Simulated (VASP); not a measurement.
A run of VASP 6.6.1:

INCAR

```
SYSTEM = Zn3C
  PREC = Accurate
  ENCUT = 520
  EDIFF = 1E-7
  ISMEAR = 0
  SIGMA = 0.1
  LREAL = .False.
  LASPH = .True.
  NELM = 80
  ALGO = Normal
  ISIF = 2
  LWAVE = .False.
  LCHARG = .False.
  GGA = PE
  NBANDS = 28
```

File KPOINTS:

```
Automatic mesh
0
Gamma
  4 4 4
  0 0 0
```

The input POSCAR:

```
Zn3C
1.0
    3.7063880496      0.0000000000      0.0000000000
    0.0000000000      3.7063880496      0.0000000000
    0.0000000000      0.0000000000      3.7063880496
Zn C
3 1
Direct
    0.0000000000      0.5000000000      0.5000000000
    0.5000000000      0.5000000000      0.0000000000
    0.5000000000      0.0000000000      0.5000000000
    0.0000000000      0.0000000000      0.0000000000
```

Potentials or basis: VASP PAW PBE potentials, release 64 (Zn, C).

Launch:

```console
$ cat potpaw_PBE.64/Zn/POTCAR potpaw_PBE.64/C/POTCAR > POTCAR
$ mpirun -np 1 vasp_std > vasp.out
```

Hardware: 1 thread of Intel(R) Xeon(R) Platinum 8259CL CPU @ 2.50GHz (Skylake/Cascade Lake), with other jobs on the host.

Estimate the wall time of this run.

Wall time 17 s on 1 thread of Intel(R) Xeon(R) Platinum 8259CL CPU @ 2.50GHz (Skylake/Cascade Lake), with other jobs on the host, peak memory 0.15 GiB. Counts: scf iterations 14, k points 10.
